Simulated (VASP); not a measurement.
# Ti (P4/nmm) in VASP: a series of runs

Ti is run at these levels: r2SCAN; tasks: single point.

Everything below comes from runs of VASP 6.6.1. Logs are shortened: lines on timing, memory, paths and dates and some standing lists are left out, and cuts for length are marked.

## 1. The cell of the first run

The structure is tetragonal, space group P4/nmm (No. 129). Conventional cell: a = 3.252 Å, b = 3.252 Å, c = 3.252 Å, α = 90.00°, β = 90.00°, γ = 90.00°. Within 3.6 Å of Ti (site symmetry 4mm) lie 14 Ti at 2.73 to 3.25 Å.

## 2. Single point, r2SCAN (atoms displaced along a vibrational mode)

File POSCAR:

```
Ti
1.0
    0.0000000000     -3.2517897414      0.0000000000
   -3.2517897414      0.0000000000      0.0000000000
    0.0000000000      0.0000000000     -3.2517897414
Ti
2
Direct
    0.5000000000      0.5000000000      0.4769357782
    0.0000000000      0.0000000000      0.0230642218
```

File INCAR.step1:

```
SYSTEM = Ti
PREC = Accurate
ENCUT = 520
ISMEAR = 0
SIGMA = 0.15
LREAL = .False.
LASPH = .True.
NELM = 60
NBANDS = 19
GGA = PE
ALGO = Normal
EDIFF = 1E-4
LWAVE = .True.
LCHARG = .False.
```

File INCAR.step2:

```
SYSTEM = Ti
PREC = Accurate
ENCUT = 520
EDIFF = 1E-6
ISMEAR = 0
SIGMA = 0.15
LREAL = .False.
LASPH = .True.
NELM = 60
ALGO = Normal
ISIF = 2
LWAVE = .False.
LCHARG = .False.
METAGGA = R2SCAN
LMIXTAU = .True.
NBANDS = 19
ISTART = 1
```

File KPOINTS:

```
regular mesh
0
Gamma
  18 18 18
  0 0 0
```

Potentials or basis: VASP PAW PBE potentials, release 64 (Ti_sv).

The run is started by

```bash
$ cat potpaw_PBE.64/Ti_sv/POTCAR > POTCAR
$ cp INCAR.step1 INCAR
$ mpirun -np 1 vasp_std > vasp.out
$ cp INCAR.step2 INCAR
$ mpirun -np 1 vasp_std > vasp.out
```

OUTCAR:

```text
SYSTEM = Ti
   PREC = Accurate
   ENCUT = 520
   EDIFF = 1E-6
   ISMEAR = 0
   LREAL = .False.
   LASPH = .True.
   NELM = 60
   ISIF = 2
   METAGGA = R2SCAN
   ISTART = 1

 ion  position               nearest neighbor table
   1  0.500  0.500  0.477-   2 2.73   2 2.73   2 2.73   2 2.73   2 2.91   2 2.91   2 2.91   2 2.91

   2  0.000  0.000  0.023-   1 2.73   1 2.73   1 2.73   1 2.73   1 2.91   1 2.91   1 2.91   1 2.91

  LATTYP: Found a simple cubic cell.
 ALAT       =     3.2517897414

  Lattice vectors:

 A1 = (   0.0000000000,  -3.2517897414,   0.0000000000)
 A2 = (  -3.2517897414,   0.0000000000,   0.0000000000)
 A3 = (   0.0000000000,   0.0000000000,  -3.2517897414)

Analysis of symmetry for initial positions (statically):
=====================================================================
 Subroutine PRICEL returns:
 Original cell was already a primitive cell.

 Routine SETGRP: Setting up the symmetry group for a
 simple cubic supercell.

 Subroutine GETGRP returns: Found 16 space group operations
 (whereof  8 operations were pure point group operations)
 out of a pool of 48 trial point group operations.

The static configuration has the point symmetry C_4v.
 The point group associated with its full space group is D_4h.

Analysis of symmetry for dynamics (positions and initial velocities):
=====================================================================
 Subroutine PRICEL returns:
 Original cell was already a primitive cell.

 Routine SETGRP: Setting up the symmetry group for a
 simple cubic supercell.

 Subroutine GETGRP returns: Found 16 space group operations
 (whereof  8 operations were pure point group operations)
 out of a pool of 48 trial point group operations.

The dynamic configuration has the point symmetry C_4v.
 The point group associated with its full space group is D_4h.

 Subroutine INISYM returns: Found 16 space group operations
 (whereof  8 operations are pure point group operations),
 and found     1 'primitive' translations

----------------------------------------------------------------------------------------

                                     Primitive cell

  volume of cell :      34.3849

  direct lattice vectors                    reciprocal lattice vectors
     0.000000000 -3.251789741  0.000000000     0.000000000 -0.307522958  0.000000000
    -3.251789741  0.000000000  0.000000000    -0.307522958  0.000000000  0.000000000
     0.000000000  0.000000000 -3.251789741     0.000000000  0.000000000 -0.307522958
[... 76 lines left out ...]
   ISTART =      1    job   : 0-new  1-cont  2-samecut
   ICHARG =      0    charge: 1-file 2-atom 10-const
   ISPIN  =      1    spin polarized calculation?
   LNONCOLLINEAR =      F non collinear calculations
   LSORBIT =      F    spin-orbit coupling
   LASPH  =      T    aspherical Exc in radial PAW
   ENCUT  =  520.0 eV  38.22 Ry    6.18 a.u.   6.05  6.05  6.05*2*pi/ulx,y,z
   NELM   =     60;   NELMIN=  2; NELMDL=  0     # of ELM steps
   EDIFF  = 0.1E-05   stopping-criterion for ELM
   LREAL  =      F    real-space projection
   EDIFFG = 0.1E-04   stopping-criterion for IOM
   NSW    =      0    number of steps for IOM
   IBRION =     -1    ionic relax: 0-MD 1-quasi-New 2-CG
   NFREE  =      0    steps in history (QN), initial steepest desc. (CG)
   ISIF   =      2    stress and relaxation
   ISYM   =      2    0-nonsym 1-usesym 2-fastsym
   POTIM  = 0.5000    time-step for ionic-motion
   TEBEG  =    0.0;   TEEND  =   0.0 temperature during run
   PSTRESS=    0.0 pullay stress
   NELECT =      24.0000    total number of electrons
   NUPDOWN=      -1.0000    fix difference up-down
   EMIN   =  10.00;   EMAX   =-10.00  energy-range for DOS
   EFERMI =   0.00;   METHOD = LEGACY
   ISMEAR =     0;   SIGMA  =   0.15  broadening in eV -4-tet -1-fermi 0-gaus
   EFERMI_NEDOS =   21; number of points for ismear=-14 and -15
   IALGO  =     38    algorithm
   IMIX   =      4    mixing-type and parameters
     AMIX     =   0.40;   BMIX     =  1.00
     AMIX_MAG =   1.60;   BMIX_MAG =  1.00
  volume/ion in A,a.u.               =      17.19       116.02
  Fermi-wavevector in a.u.,A,eV,Ry     =   1.452188  2.744237 28.692639  2.108849
  Thomas-Fermi vector in A             =   2.569599
   LORBIT       =      0    0 simple, 1 ext, 2 COOP (PROOUT), +10 PAW based schemes
   METAGGA = R2SCAN    functional components
   LHFCALC =     F    Hartree Fock is set to
   AEXX    =    0.0000 exact exchange contribution
   IVDW    =     0    specifies the selected vdW correction
   LEPSILON=     F    determine dielectric tensor
   LRPA    =     F    only Hartree local field effects (RPA)
 non-spin polarized calculation
 Gauss-broadening in eV      SIGMA  =   0.15
  energy-cutoff  :      520.00
  volume of cell :       34.38
 maximum number of plane-waves:       952
   NGX = 13   NGY = 13   NGZ = 13

 number of electron      24.0000009 magnetization

 Free energy of the ion-electron system (eV)
  ---------------------------------------------------
  ext. energy  EPLUGINS =         0.00000000
  ---------------------------------------------------
  free energy    TOTEN  =       -25.59947207 eV

  energy without entropy =      -25.55106498  energy(sigma->0) =      -25.57526853

 E-fermi :   8.2205     XC(G=0): -12.4456

 val. band max:        8.2190023546   @ k =   0.0000   0.4444   0.2222
 cond. band min:       8.2211043188   @ k =   0.2222   0.4444   0.2778
 fundamental gap:      0.0021019642
 Fermi energy:         8.2205341395

 k-point     1 :       0.0000    0.0000    0.0000
  band No.  band energies     occupation
      1     -50.6572      2.00000
      2     -50.4035      2.00000
      3     -25.9453      2.00000
      4     -25.9453      2.00000
      5     -25.9234      2.00000
      6     -25.4498      2.00000
[... 505 lines left out ...]
      6     -25.4942      2.00000
[... 11 lines left out ...]
     18      11.9021      0.00000
     19      12.4075      0.00000

 [... further k-points ...]
[... 5 lines left out ...]
  --------------------------------------------------------------------------------------
  -------------------------------------------------------------------------------------
  Total        0.2667540      0.2667540      0.1744180      0.0000000      0.0000000      0.0000000
  in kB       12.4295151     12.4295151      8.1270807      0.0000000      0.0000000      0.0000000
  external PRESSURE =      10.9953703 kB  Pullay stress =       0.0000000 kB

 VOLUME and BASIS-vectors are now :
 -----------------------------------------------------------------------------
  energy-cutoff  :      520.00
  volume of cell :       34.38
      direct lattice vectors                 reciprocal lattice vectors
     0.000000000 -3.251789741  0.000000000     0.000000000 -0.307522958  0.000000000
    -3.251789741  0.000000000  0.000000000    -0.307522958  0.000000000  0.000000000
     0.000000000  0.000000000 -3.251789741     0.000000000  0.000000000 -0.307522958

 POSITION                                       TOTAL-FORCE (eV/Angst)
 -----------------------------------------------------------------------------------
     -1.62589     -1.62589     -1.55089         0.000000     -0.000000     -0.719403
      0.00000      0.00000     -0.07500        -0.000000      0.000000      0.719403
 -----------------------------------------------------------------------------------
    total drift:                               -0.000000     -0.000000     -0.000000

  FREE ENERGIE OF THE ION-ELECTRON SYSTEM (eV)
  ---------------------------------------------------
  free  energy   TOTEN  =       -25.5994720744 eV

  energy  without entropy=      -25.5510649801  energy(sigma->0) =      -25.57526853
```

OSZICAR.step1:

```text
N       E                     dE             d eps       ncg     rms          rms(c)
DAV:   1     0.255021785879E+03    0.25502E+03   -0.12382E+04 20900   0.156E+03
DAV:   2     0.795209432699E+01   -0.24707E+03   -0.24304E+03 21353   0.439E+02
DAV:   3    -0.165291702612E+02   -0.24481E+02   -0.24082E+02 38791   0.119E+02
DAV:   4    -0.173883091320E+02   -0.85914E+00   -0.85751E+00 25108   0.218E+01
DAV:   5    -0.174240822844E+02   -0.35773E-01   -0.35770E-01 30527   0.344E+00    0.118E+01
DAV:   6    -0.153954451304E+02    0.20286E+01   -0.79997E+00 24195   0.278E+01    0.285E+00
DAV:   7    -0.154046222680E+02   -0.91771E-02   -0.47694E-01 31403   0.487E+00    0.197E+00
DAV:   8    -0.154316840684E+02   -0.27062E-01   -0.18041E-01 23158   0.463E+00    0.616E-01
DAV:   9    -0.154257915614E+02    0.58925E-02   -0.33971E-02 24993   0.196E+00    0.145E-01
DAV:  10    -0.154263479125E+02   -0.55635E-03   -0.24226E-03 26526   0.327E-01    0.457E-02
DAV:  11    -0.154263523172E+02   -0.44047E-05   -0.12309E-04 14849   0.873E-02
   1 F= -.15426352E+02 E0= -.15401191E+02  d E =-.503222E-01
```

Wall time 12 min (1 thread of Intel Xeon 8259CL, shared host); peak memory 0.38 GiB.

What came out:

* Free energy: -25.5995 eV
* Pressure: 1.1 GPa
* Largest force: 0.719 eV/Å
* Band gap on the k mesh: zero (bands 12 and 13 overlap by 1.72 eV)

Forces in eV/Å, atoms in the order of the input:
```
Ti   0.000  0.000 -0.719
Ti   0.000  0.000  0.719
```

Levels at points of the mesh, in eV from the Fermi level:
```csv
k point,band 8,band 9,band 10,band 11,band 12,band 13,band 14,band 15,band 16,band 17
"(0.00, 0.00, 0.00)",-33.65,-6.34,-2.34,-2.25,1.10,1.21,1.21,2.81,3.01,4.13
"(0.50, 0.00, 0.00)",-33.86,-2.88,-2.88,-0.14,-0.14,1.30,1.30,1.66,1.66,2.73
"(0.00, 0.00, 0.50)",-33.81,-2.89,-2.88,-0.49,0.56,1.40,1.40,1.48,1.48,2.13
"(0.50, 0.50, 0.00)",-33.66,-2.57,-2.57,-0.27,-0.27,1.01,1.01,2.91,2.91,3.33
"(0.00, 0.50, 0.50)",-33.67,-2.60,-2.60,-0.35,-0.35,0.97,0.97,3.06,3.06,3.33
"(0.50, 0.50, 0.50)",-33.90,-0.80,-0.80,-0.65,-0.65,-0.50,-0.50,3.39,3.39,3.39
```

Caveat: the cell differs from its parent crystal (atoms displaced along a vibrational mode); the PAW data sets were made with another functional, which shifts forces and pressure a little.

## 3. Single point, r2SCAN (atoms displaced along a vibrational mode)

File POSCAR:

```
Ti
1.0
    0.0000000000     -3.2517897414      0.0000000000
   -3.2517897414      0.0000000000      0.0000000000
    0.0000000000      0.0000000000     -3.2517897414
Ti
2
Direct
    0.5000000000      0.5000000000      0.5615045916
    0.0000000000      0.0000000000     -0.0615045916
```

File INCAR.step1:

```
SYSTEM = Ti
PREC = Accurate ; ENCUT = 520
ISMEAR = 0 ; SIGMA = 0.15
LREAL = .FALSE. ; LASPH = .TRUE.
NELM = 100 ; NBANDS = 19
GGA = PE ; ALGO = Normal
EDIFF = 1E-4 ; LWAVE = .TRUE.
LCHARG = .FALSE.
```

File INCAR.step2:

```
SYSTEM = Ti
PREC = Accurate ; ENCUT = 520
EDIFF = 1E-7 ; ISMEAR = 0
SIGMA = 0.15 ; LREAL = .FALSE.
LASPH = .TRUE. ; NELM = 100
ALGO = Normal ; ISIF = 2
LWAVE = .FALSE. ; LCHARG = .TRUE.
METAGGA = R2SCAN ; LMIXTAU = .TRUE.
LELF = .TRUE. ; LVHAR = .TRUE.
NBANDS = 19 ; ISTART = 1
```

File KPOINTS:

```
regular mesh
0
G
  18 18 18
  0 0 0
```

Potentials or basis: VASP PAW PBE potentials, release 64 (Ti_sv).

The run is started by

```bash
$ cat potpaw_PBE.64/Ti_sv/POTCAR > POTCAR
$ cp INCAR.step1 INCAR
$ mpirun -np 1 vasp_std > vasp.out
$ cp INCAR.step2 INCAR
$ mpirun -np 1 vasp_std > vasp.out
```

Run time: 16 min. Hardware: 1 thread of Intel Xeon 8259CL, shared host; peak memory 0.38 GiB.

The run converged. Its results:

```
Free energy            : -25.2541 eV
Pressure               : 3.7 GPa
Largest force          : 1.959 eV/Å
Band gap on the k mesh : zero (bands 12 and 13 overlap by 1.81 eV)
```

Forces on the atoms (eV/Å):
```
Ti   0.000  0.000  1.959
Ti   0.000  0.000 -1.959
```

Stress tensor (GPa, compression positive):
```
 5.85  0.00  0.00
 0.00  5.85  0.00
 0.00  0.00 -0.62
```

Levels at points of the mesh, in eV from the Fermi level:
```csv
k point,band 8,band 9,band 10,band 11,band 12,band 13,band 14,band 15,band 16,band 17
"(0.00, 0.00, 0.00)",-33.53,-6.25,-2.57,-1.96,0.75,1.51,1.51,2.05,3.31,3.81
"(0.50, 0.00, 0.00)",-33.69,-2.79,-2.79,-0.68,-0.68,0.86,0.86,2.53,2.53,3.33
"(0.00, 0.00, 0.50)",-33.61,-2.86,-2.76,-1.32,1.33,1.33,1.34,1.52,1.70,1.70
"(0.50, 0.50, 0.00)",-33.51,-2.35,-2.35,0.17,0.17,1.11,1.11,2.54,2.54,3.32
"(0.00, 0.50, 0.50)",-33.59,-2.60,-2.60,-0.37,-0.37,0.88,0.88,3.24,3.24,3.60
"(0.50, 0.50, 0.50)",-33.64,-0.98,-0.98,-0.53,-0.53,-0.06,-0.06,3.36,3.36,3.39
```

Caveat: the cell differs from its parent crystal (atoms displaced along a vibrational mode); the stress differs along the axes, from -1 to 6 GPa; the PAW data sets were made with another functional, which shifts forces and pressure a little.

## 4. Single point, r2SCAN (atoms displaced along a vibrational mode)

File POSCAR:

```
Ti
1.0
    0.0000000000     -3.2517897414      0.0000000000
   -3.2517897414      0.0000000000      0.0000000000
    0.0000000000      0.0000000000     -3.2517897414
Ti
2
Direct
    0.5000000000      0.5000000000      0.4538715563
    0.0000000000      0.0000000000      0.0461284437
```

File INCAR.step1:

```
SYSTEM = Ti
ALGO = Normal ; EDIFF = 1E-4
ENCUT = 520 ; GGA = PE
ISMEAR = 0 ; LASPH = .TRUE.
LCHARG = .FALSE. ; LREAL = .FALSE.
LWAVE = .TRUE. ; NBANDS = 19
NELM = 100 ; PREC = Accurate
SIGMA = 0.15
```

File INCAR.step2:

```
SYSTEM = Ti
ALGO = Normal ; EDIFF = 1E-7
ENCUT = 520 ; ISIF = 2
ISMEAR = 0 ; ISTART = 1
LASPH = .TRUE. ; LCHARG = .FALSE.
LMIXTAU = .TRUE. ; LREAL = .FALSE.
LWAVE = .FALSE. ; METAGGA = R2SCAN
NBANDS = 19 ; NELM = 100
PREC = Accurate ; SIGMA = 0.15
```

File KPOINTS:

```
k-points
0
G
  18 18 18
  0 0 0
```

The run is started by

```bash
$ cat potpaw_PBE.64/Ti_sv/POTCAR > POTCAR
$ cp INCAR.step1 INCAR
$ mpirun -np 1 vasp_std > vasp.out
$ cp INCAR.step2 INCAR
$ mpirun -np 1 vasp_std > vasp.out
```

Run time: 15 min. Hardware: 1 thread of Intel Xeon 8259CL, shared host; peak memory 0.38 GiB.

It converged, with:

| Item | Value |
| --- | --- |
| Free energy | -25.4304 eV |
| Pressure | 2.7 GPa |
| Largest force | 1.535 eV/Å |
| Band gap on the k mesh | zero (bands 12 and 13 overlap by 1.74 eV) |

Forces on the atoms (eV/Å):
```
Ti   0.000  0.000 -1.535
Ti   0.000  0.000  1.535
```

Stress tensor (GPa, compression positive):
```
3.61 0.00 0.00
0.00 3.61 0.00
0.00 0.00 0.88
```

Levels at points of the mesh, in eV from the Fermi level:
```csv
k point,band 8,band 9,band 10,band 11,band 12,band 13,band 14,band 15,band 16,band 17
"(0.00, 0.00, 0.00)",-33.58,-6.29,-2.44,-2.10,0.94,1.36,1.36,2.42,3.17,3.98
"(0.50, 0.00, 0.00)",-33.75,-2.83,-2.83,-0.45,-0.45,1.05,1.05,2.16,2.16,3.08
"(0.00, 0.00, 0.50)",-33.69,-2.86,-2.81,-0.98,1.13,1.38,1.38,1.60,1.60,1.67
"(0.50, 0.50, 0.00)",-33.57,-2.45,-2.45,-0.05,-0.05,1.07,1.07,2.74,2.74,3.34
"(0.00, 0.50, 0.50)",-33.62,-2.59,-2.59,-0.35,-0.35,0.93,0.93,3.23,3.23,3.40
"(0.50, 0.50, 0.50)",-33.74,-0.90,-0.90,-0.58,-0.58,-0.26,-0.26,3.39,3.39,3.40
```

Caveat: the cell differs from its parent crystal (atoms displaced along a vibrational mode); the PAW data sets were made with another functional, which shifts forces and pressure a little.

## 5. Single point, r2SCAN (atoms displaced along a vibrational mode)

File POSCAR:

```
Ti
1.0
    0.0000000000     -3.2517897414      0.0000000000
   -3.2517897414      0.0000000000      0.0000000000
    0.0000000000      0.0000000000     -3.2517897414
Ti
2
Direct
    0.5000000000      0.5000000000      0.5307522958
    0.0000000000      0.0000000000     -0.0307522958
```

File INCAR.step1:

```
SYSTEM = Ti
  ALGO = Normal
  EDIFF = 1E-4
  ENCUT = 520
  GGA = PE
  ISMEAR = 0
  LASPH = .TRUE.
  LCHARG = .FALSE.
  LREAL = .FALSE.
  LWAVE = .TRUE.
  NBANDS = 19
  NELM = 100
  PREC = Accurate
  SIGMA = 0.15
```

File INCAR.step2:

```
SYSTEM = Ti
  ALGO = Normal
  EDIFF = 1E-6
  ENCUT = 520
  ISIF = 2
  ISMEAR = 0
  ISTART = 1
  LASPH = .TRUE.
  LCHARG = .FALSE.
  LMIXTAU = .TRUE.
  LREAL = .FALSE.
  LWAVE = .FALSE.
  METAGGA = R2SCAN
  NBANDS = 19
  NELM = 100
  PREC = Accurate
  SIGMA = 0.15
```

KPOINTS is that of step 4.

The run is started by

```bash
$ cat potpaw_PBE.64/Ti_sv/POTCAR > POTCAR
$ cp INCAR.step1 INCAR
$ mpirun -np 1 vasp_std > vasp.out
$ cp INCAR.step2 INCAR
$ mpirun -np 1 vasp_std > vasp.out
```

Run time: 9.2 min. Hardware: 1 thread of AMD EPYC 9R45 (Zen 5), shared host; peak memory 0.35 GiB.

The run converged. Its results:

* Free energy: -25.5568 eV
* Pressure: 1.6 GPa
* Largest force: 0.989 eV/Å
* Band gap on the k mesh: zero (bands 12 and 13 overlap by 1.74 eV)

Forces on the atoms (eV/Å):
```
Ti   0.000  0.000  0.989
Ti   0.000  0.000 -0.989
```

Stress tensor (GPa, compression positive):
```
1.86 0.00 0.00
0.00 1.86 0.00
0.00 0.00 1.05
```

Levels at points of the mesh, in eV from the Fermi level:
| k point | band 10 | band 11 | band 12 | band 13 | band 14 | band 15 |
| --- | --- | --- | --- | --- | --- | --- |
| (0.00, 0.00, 0.00) | -2.36 | -2.21 | 1.06 | 1.25 | 1.25 | 2.70 |
| (0.50, 0.00, 0.00) | -2.87 | -0.23 | -0.23 | 1.23 | 1.23 | 1.81 |
| (0.00, 0.00, 0.50) | -2.86 | -0.65 | 0.75 | 1.40 | 1.40 | 1.52 |
| (0.50, 0.50, 0.00) | -2.54 | -0.21 | -0.21 | 1.03 | 1.03 | 2.87 |
| (0.00, 0.50, 0.50) | -2.60 | -0.35 | -0.35 | 0.96 | 0.96 | 3.12 |
| (0.50, 0.50, 0.50) | -0.83 | -0.63 | -0.63 | -0.43 | -0.43 | 3.39 |

Caveat: the cell differs from its parent crystal (atoms displaced along a vibrational mode); the PAW data sets were made with another functional, which shifts forces and pressure a little.

## 6. Summary

| cell | gap on the mesh (eV) | pressure (GPa) | largest force (eV/Å) |
| --- | --- | --- | --- |
| as given, atomic positions A | none | 1.1 | 0.72 |
| as given, atomic positions B | none | 3.7 | 1.96 |
| as given, atomic positions C | none | 2.7 | 1.54 |
| as given, atomic positions D | none | 1.6 | 0.99 |

Alike in all rows: task single point; level r2SCAN; potentials or basis VASP PAW PBE potentials, release 64 (Ti_sv); no spin polarisation; k mesh 18 × 18 × 18; cutoff (eV) 520; smearing gaussian 0.15 eV.

Caveats: the PAW data sets were made with another functional, which shifts forces and pressure a little; the stress differs along the axes, from -1 to 6 GPa (at least some runs).

Total energies depend on the potentials used, so only differences within one code and one set of settings carry meaning.
